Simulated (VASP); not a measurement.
Crystal: Ga.

```
Ga
1.0
     2.77842    0.00000    0.00000
     0.00000    3.28161    0.00000
    -1.34343    0.00000    3.99027
Ga
2
Direct
  0.13460 0.75000 0.77017
  0.86540 0.25000 0.22983
```

```yaml
Program: VASP 6.6.1
Task: relaxation of cell and atoms
Functional: RPBE
Potentials_or_basis: VASP PAW PBE potentials, release 64 (Ga_d)
Cutoff: 600 eV
k_mesh: 10 × 8 × 7
Occupations: fermi-dirac, width 0.05 eV
Spin: no spin polarisation
```

At the start: pressure 5.3 GPa; volume 18.19 Å³/atom.

Problem. Where does the relaxation end?

Solution. Over 26 steps the energy falls by 31.0 meV/atom and the volume is 19.98 Å³/atom (+9.8 %); space group Cmcm (No. 63, to 0.1 Å) before, P2_1/m (No. 11, to 0.1 Å).

Step by step:
```tsv
step	energy change (eV)	largest force (eV/Å)	pressure (GPa)	volume (Å³)
1	0.0000	0.0898	5.32	36.38
2	-0.0572	0.0129	0.23	39.65
3	-0.0578	0.0105	-0.10	39.96
4	-0.0578	0.0095	-0.09	40.03
5	-0.0578	0.0096	-0.25	40.18
6	-0.0597	0.0092	-0.15	40.15
7	-0.0609	0.0121	-0.13	40.13
8	-0.0610	0.0228	-0.07	40.06
9	-0.0613	0.0173	-0.09	40.09
10	-0.0615	0.0111	0.16	39.99
11	-0.0615	0.0130	0.02	39.98
12	-0.0615	0.0115	0.03	39.97
13	-0.0615	0.0125	0.18	39.95
14	-0.0616	0.0133	-0.13	40.01
15	-0.0616	0.0184	-0.01	40.01
16	-0.0617	0.0122	-0.09	40.01
17	-0.0618	0.0105	-0.06	40.02
18	-0.0619	0.0132	-0.07	40.04
19	-0.0619	0.0099	-0.21	40.00
20	-0.0620	0.0078	0.22	39.89
21	-0.0620	0.0176	0.28	39.93
22	-0.0619	0.0180	0.22	39.96
23	-0.0620	0.0087	0.19	39.96
24	-0.0620	0.0115	0.05	39.96
25	-0.0620	0.0099	0.01	39.96
26	-0.0620	0.0095	0.00	39.95
```

Final structure:
```yaml
crystal:
  lattice:
    - [2.88881, 0.00000, -0.03576]
    - [0.00000, 3.30945, 0.00000]
    - [-1.44783, 0.00000, 4.19697]
  atoms:
    - { symbol: Ga, position: [0.12794, 0.75000, 0.76819] }
    - { symbol: Ga, position: [0.87206, 0.25000, 0.23181] }
```

Caveat: the PAW data sets were made with another functional, which shifts forces and pressure a little.
